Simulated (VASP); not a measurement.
Write the native input for VASP 6.6.1 that does the following.

```
Task                   : single point
Functional             : PBE
Potentials or basis    : VASP PAW PBE potentials, release 64 (Si, C)
Cutoff                 : 520 eV
k mesh                 : 12 × 12 × 12
Occupations            : gaussian, width 0.05 eV
Spin                   : no spin polarisation
Dipole correction      : no
Further INCAR settings : ALGO = Normal; EDIFF = 1e-06; NBANDS = 11
```

The structure of SiC lies in POSCAR:

```
SiC
1.0
    0.0000000000      2.3479200000      2.3479200000
    2.3479200000      0.0000000000      2.3479200000
    2.3479200000      2.3479200000      0.0000000000
Si C
1 1
Direct
    0.0000000000      0.0000000000      0.0000000000
    0.7500000000      0.7500000000      0.7500000000
```

This cell differs from its parent crystal: strain +0.080 along x and y, +0.080 along z.

These files were run (other wordings do the same):

INCAR

```
SYSTEM = SiC
PREC = Accurate ; ENCUT = 520
EDIFF = 1E-6 ; ISMEAR = 0
SIGMA = 0.05 ; LREAL = .False.
LASPH = .True. ; NELM = 60
ALGO = Normal ; ISIF = 2
LWAVE = .False. ; LCHARG = .False.
GGA = PE ; NBANDS = 11
```

KPOINTS

```
Automatic mesh
0
Gamma
  12 12 12
  0 0 0
```

Potentials or basis: VASP PAW PBE potentials, release 64 (Si, C).

Launch:

```sh
$ cat potpaw_PBE.64/Si/POTCAR potpaw_PBE.64/C/POTCAR > POTCAR
$ mpirun -np 1 vasp_std > vasp.out
```

It gave:

```
Pressure               : -29.1 GPa
Band gap on the k mesh : 1.52 eV (least direct gap 3.67 eV)
```

Caveat: the cell differs from its parent crystal (strain +0.080 along x and y, +0.080 along z); the cell stands under tension.

It took 14 s on 1 thread of Intel(R) Xeon(R) Platinum 8375C CPU @ 2.90GHz (Ice Lake) (shared host), peak memory 0.16 GiB.
